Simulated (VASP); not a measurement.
A run of VASP 6.6.1:

File INCAR:

```
SYSTEM = AlAu2
ALGO     = Fast           ! electronic algorithm
EDIFF    = 1E-6           ! SCF threshold, eV
ENCUT    = 520            ! plane-wave cutoff, eV
GGA      = CA             ! functional
ISIF     = 2              ! what is computed and relaxed
ISMEAR   = 0              ! smearing method
LASPH    = .True.         ! aspherical terms in the spheres
LCHARG   = .False.        ! write CHGCAR
LREAL    = .False.        ! projectors in reciprocal space
LWAVE    = .False.        ! write WAVECAR
NBANDS   = 20             ! bands
NELM     = 100            ! most SCF steps
PREC     = Accurate       ! precision mode
SIGMA    = 0.15           ! smearing width, eV
```

File KPOINTS:

```
k-points
0
Gamma
  16 16 16
  0 0 0
```

File POSCAR:

```
AlAu2
1.0
   -1.6523234788      1.6523234788      4.0978500000
    1.6523234788     -1.6523234788      4.0978500000
    1.6523234788      1.6523234788     -4.0978500000
Al Au
1 2
Direct
    0.0000000000      0.0000000000      0.0000000000
    0.6570428093      0.6570428093      0.0000000000
    0.3429571907      0.3429571907      0.0000000000
```

Potentials or basis: VASP PAW LDA potentials, release 64 (Al, Au).

Command:

```console
$ cat potpaw_LDA.64/Al/POTCAR potpaw_LDA.64/Au/POTCAR > POTCAR
$ mpirun -np 1 vasp_std > vasp.out
```

Hardware: 1 thread of Intel Xeon 8259CL (shared host).

Task: How long does it take, and how much memory?

Result: It took 10 min on 1 thread of Intel Xeon 8259CL, on a shared host, peak memory 0.4 GiB. Counts: scf iterations 13, k points 349.
